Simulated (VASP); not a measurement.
Here is a VASP 6.6.1 calculation.

File INCAR:

```
SYSTEM = Sb
ALGO = Normal
EDIFF = 1E-7
ENCUT = 520
ISIF = 2
ISMEAR = -1
LASPH = .True.
LCHARG = .False.
LREAL = .False.
LWAVE = .False.
NBANDS = 12
NELM = 80
PREC = Accurate
SIGMA = 0.1
```

File KPOINTS:

```
k-points
0
Gamma
  15 15 15
  0 0 0
```

Contents of POSCAR:

```
Sb
1.0
    2.1456002536      1.2387628840      3.6587425366
   -2.1456002536      1.2387628840      3.6587425366
    0.0000000000     -2.4775257680      3.6587425366
Sb
2
Direct
    0.2359371474      0.2359371474      0.2359371474
    0.7640628526      0.7640628526      0.7640628526
```

Potentials or basis: VASP PAW LDA potentials, release 64 (Sb).

The run is started by

```sh
$ cat potpaw_LDA.64/Sb/POTCAR > POTCAR
$ mpirun -np 1 vasp_std > vasp.out
```

Problem. Estimate the pressure.

Solution. 0.3 GPa.

Problem. Estimate the largest force.

Solution. 0.094 eV/Å.

Problem. What does it give for the band gap on the k mesh?

Solution. Zero (band 5 reaches 7.60 eV, above the bottom of band 6 at 7.44 eV).

Stress tensor (GPa, compression positive):
```
0.33 0.00 0.00
0.00 0.33 0.00
0.00 0.00 0.19
```

Caveat: spin-orbit coupling is left out, which moves the levels of the heavy elements.
